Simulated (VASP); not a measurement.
# Pt (Fm-3m) in VASP: further runs, part 3 of 3

VASP 6.6.1. Earlier steps stand in the parts before.

## 6. Single point, r2SCAN

POSCAR

```
Pt
1.0
    0.0000000000      1.9705765473      1.9705765473
    1.9705765473      0.0000000000      1.9705765473
    1.9705765473      1.9705765473      0.0000000000
Pt
1
Direct
    0.0000000000      0.0000000000      0.0000000000
```

INCAR.step1

```
SYSTEM = Pt
PREC = Accurate
ENCUT = 520
ISMEAR = -1
SIGMA = 0.1
LREAL = .FALSE.
LASPH = .TRUE.
NELM = 100
NBANDS = 11
GGA = PE
ALGO = Normal
EDIFF = 1E-4
LWAVE = .TRUE.
LCHARG = .FALSE.
```

INCAR.step2

```
SYSTEM = Pt
PREC = Accurate
ENCUT = 520
EDIFF = 1E-6
ISMEAR = -1
SIGMA = 0.1
LREAL = .FALSE.
LASPH = .TRUE.
NELM = 100
ALGO = Normal
ISIF = 2
LWAVE = .FALSE.
LCHARG = .FALSE.
METAGGA = R2SCAN
LMIXTAU = .TRUE.
NBANDS = 11
ISTART = 1
```

KPOINTS

```
regular mesh
0
G
  20 20 20
  0 0 0
```

Potentials or basis: VASP PAW PBE potentials, release 64 (Pt).

Launch:

```sh
$ cat potpaw_PBE.64/Pt/POTCAR > POTCAR
$ cp INCAR.step1 INCAR
$ mpirun -np 1 vasp_std > vasp.out
$ cp INCAR.step2 INCAR
$ mpirun -np 1 vasp_std > vasp.out
```

OUTCAR:

```text
SYSTEM = Pt
   PREC = Accurate
   ENCUT = 520
   EDIFF = 1E-6
   ISMEAR = -1
   LREAL = .FALSE.
   LASPH = .TRUE.
   NELM = 100
   ISIF = 2
   METAGGA = R2SCAN
   ISTART = 1

 ion  position               nearest neighbor table
   1  0.000  0.000  0.000-

  LATTYP: Found a face centered cubic cell.
 ALAT       =     3.9411530946

  Lattice vectors:

 A1 = (   0.0000000000,   1.9705765473,   1.9705765473)
 A2 = (   1.9705765473,   0.0000000000,   1.9705765473)
 A3 = (   1.9705765473,   1.9705765473,   0.0000000000)

Analysis of symmetry for initial positions (statically):
=====================================================================
 Subroutine PRICEL returns:
 Original cell was already a primitive cell.

 Routine SETGRP: Setting up the symmetry group for a
 face centered cubic supercell.

 Subroutine GETGRP returns: Found 48 space group operations
 (whereof 48 operations were pure point group operations)
 out of a pool of 48 trial point group operations.

The static configuration has the point symmetry O_h .

Analysis of symmetry for dynamics (positions and initial velocities):
=====================================================================
 Subroutine PRICEL returns:
 Original cell was already a primitive cell.

 Routine SETGRP: Setting up the symmetry group for a
 face centered cubic supercell.

 Subroutine GETGRP returns: Found 48 space group operations
 (whereof 48 operations were pure point group operations)
 out of a pool of 48 trial point group operations.

The dynamic configuration has the point symmetry O_h .

 Subroutine INISYM returns: Found 48 space group operations
 (whereof 48 operations are pure point group operations),
 and found     1 'primitive' translations

[... 107 lines left out ...]
   ISMEAR =    -1;   SIGMA  =   0.10  broadening in eV -4-tet -1-fermi 0-gaus
   EFERMI_NEDOS =   21; number of points for ismear=-14 and -15
   IALGO  =     38    algorithm
   IMIX   =      4    mixing-type and parameters
     AMIX     =   0.40;   BMIX     =  1.00
     AMIX_MAG =   1.60;   BMIX_MAG =  1.00
  volume/ion in A,a.u.               =      15.30       103.28
  Fermi-wavevector in a.u.,A,eV,Ry     =   1.420599  2.684543 27.457940  2.018102
  Thomas-Fermi vector in A             =   2.541497
   LORBIT       =      0    0 simple, 1 ext, 2 COOP (PROOUT), +10 PAW based schemes
   METAGGA = R2SCAN    functional components
   LHFCALC =     F    Hartree Fock is set to
   AEXX    =    0.0000 exact exchange contribution
   IVDW    =     0    specifies the selected vdW correction
   LEPSILON=     F    determine dielectric tensor
   LRPA    =     F    only Hartree local field effects (RPA)
 non-spin polarized calculation
  energy-cutoff  :      520.00
  volume of cell :       15.30
 maximum number of plane-waves:       428
 NGX is ok and might be reduce to    24
   NGX = 11   NGY = 11   NGZ = 11

 number of electron      10.0000001 magnetization

 Free energy of the ion-electron system (eV)
  ---------------------------------------------------
  ext. energy  EPLUGINS =         0.00000000
  ---------------------------------------------------
  free energy    TOTEN  =       -51.52923050 eV

  energy without entropy =      -51.47705218  energy(sigma->0) =      -51.50314134

 E-fermi :  10.7465     XC(G=0): -14.5308

 val. band max:       10.7432488866   @ k =  -0.4500   0.2500   0.0500
 cond. band min:      10.7509253292   @ k =   0.4000   0.1000   0.0500
 fundamental gap:      0.0076764425
 Fermi energy:        10.7464589397

 k-point     1 :       0.0000    0.0000    0.0000
  band No.  band energies     occupation
      1       0.4096      2.00000
      2       6.9131      2.00000
      3       6.9131      2.00000
      4       6.9131      2.00000
      5       9.0261      2.00000
      6       9.0261      2.00000
      7      26.2578      0.00000
      8      31.3415      0.00000
      9      31.3415      0.00000
     10      31.3415      0.00000
     11      37.1581      0.00000
[... 309 lines left out ...]
 k-point    24 :      -0.3500    0.0500    0.0000
  band No.  band energies     occupation
      1       3.3563      2.00000
      2       6.9622      2.00000
      3       7.0477      2.00000
      4       7.9547      2.00000
      5       9.9318      1.99942
      6      10.6031      1.61482
      7      20.2529      0.00000
      8      26.7874      0.00000
      9      31.1164      0.00000
     10      32.7709      0.00000
     11      37.1984      0.00000

 [... further k-points ...]
[... 5 lines left out ...]
  --------------------------------------------------------------------------------------
  -------------------------------------------------------------------------------------
  Total        0.0794230      0.0794230      0.0794230      0.0000000      0.0000000     -0.0000000
  in kB        8.3147054      8.3147054      8.3147054      0.0000000      0.0000000     -0.0000000
  external PRESSURE =       8.3147054 kB  Pullay stress =       0.0000000 kB

 VOLUME and BASIS-vectors are now :
 -----------------------------------------------------------------------------
  energy-cutoff  :      520.00
  volume of cell :       15.30
      direct lattice vectors                 reciprocal lattice vectors
     0.000000000  1.970576547  1.970576547    -0.253732848  0.253732848  0.253732848
     1.970576547  0.000000000  1.970576547     0.253732848 -0.253732848  0.253732848
     1.970576547  1.970576547  0.000000000     0.253732848  0.253732848 -0.253732848

 POSITION                                       TOTAL-FORCE (eV/Angst)
 -----------------------------------------------------------------------------------
      0.00000      0.00000      0.00000        -0.000000     -0.000000     -0.000000
 -----------------------------------------------------------------------------------
    total drift:                               -0.000000     -0.000000     -0.000000

  FREE ENERGIE OF THE ION-ELECTRON SYSTEM (eV)
  ---------------------------------------------------
  free  energy   TOTEN  =       -51.5292304972 eV

  energy  without entropy=      -51.4770521844  energy(sigma->0) =      -51.50314134
```

OSZICAR.step1:

```text
N       E                     dE             d eps       ncg     rms          rms(c)
DAV:   1     0.401318819065E+02    0.40132E+02   -0.53125E+03  5744   0.840E+02
DAV:   2    -0.588833736641E+01   -0.46020E+02   -0.44184E+02  6450   0.177E+02
DAV:   3    -0.649747016951E+01   -0.60913E+00   -0.60444E+00  6562   0.194E+01
DAV:   4    -0.649993053099E+01   -0.24604E-02   -0.24602E-02  6502   0.145E+00
DAV:   5    -0.649995052168E+01   -0.19991E-04   -0.19991E-04  6586   0.120E-01    0.124E+01
DAV:   6    -0.616314196175E+01    0.33681E+00   -0.77904E-01  6067   0.701E+00    0.659E+00
DAV:   7    -0.612625283656E+01    0.36889E-01   -0.13737E-01  6520   0.286E+00    0.252E+00
DAV:   8    -0.612305010326E+01    0.32027E-02   -0.55934E-03  6145   0.643E-01    0.539E-01
DAV:   9    -0.612286904003E+01    0.18106E-03   -0.13524E-04  5583   0.103E-01    0.460E-02
DAV:  10    -0.612287221881E+01   -0.31788E-05   -0.41618E-06  3101   0.163E-02
   1 F= -.61228722E+01 E0= -.60954116E+01  d E =-.549213E-01
```

Run time: 3.6 min. Hardware: 1 thread of AMD EPYC 7R43 (Zen 3), shared host; peak memory 0.14 GiB.

Results:

- Free energy: -51.5292 eV
- Pressure: 0.8 GPa
- Band gap on the k mesh: zero (band 5 reaches 11.25 eV, above the bottom of band 6 at 8.92 eV)

Levels at points of the mesh, in eV from the Fermi level:
| k point | band 1 | band 2 | band 3 | band 4 | band 5 | band 6 | band 7 | band 8 | band 9 | band 10 |
| --- | --- | --- | --- | --- | --- | --- | --- | --- | --- | --- |
| (0.00, 0.00, 0.00) | -10.34 | -3.83 | -3.83 | -3.83 | -1.72 | -1.72 | 15.51 | 20.60 | 20.60 | 20.60 |
| (0.50, 0.00, 0.00) | -7.43 | -3.93 | -3.93 | -0.25 | 0.01 | 0.01 | 6.03 | 15.15 | 19.84 | 19.84 |
| (0.50, 0.50, 0.00) | -7.14 | -6.72 | -0.07 | 0.50 | 0.50 | 1.97 | 9.17 | 11.96 | 11.96 | 21.09 |

Caveat: the PAW data sets were made with another functional, which shifts forces and pressure a little; spin-orbit coupling is left out, which moves the levels of the heavy elements.

## 7. The runs side by side

| k mesh | smearing | gap on the mesh (eV) | pressure (GPa) |
| --- | --- | --- | --- |
| 14 × 14 × 14 | methfessel-paxton 0.2 eV | none | 0.3 |
| 14 × 14 × 14 | methfessel-paxton 0.3 eV | none | 0.4 |
| 14 × 14 × 14 | methfessel-paxton 0.6 eV | none | 0.6 |
| 15 × 15 × 15 | fermi-dirac 0.1 eV | none | 0.9 |
| 20 × 20 × 20 | fermi-dirac 0.1 eV | none | 0.8 |

Alike in all rows: task single point; level r2SCAN; potentials or basis VASP PAW PBE potentials, release 64 (Pt); no spin polarisation; cell as given; cutoff (eV) 520.

Every run on the cell as given and a fine mesh finds a metal.

Caveats: the PAW data sets were made with another functional, which shifts forces and pressure a little; spin-orbit coupling is left out, which moves the levels of the heavy elements.

Absolute energies hang on the potentials; compare differences alone.
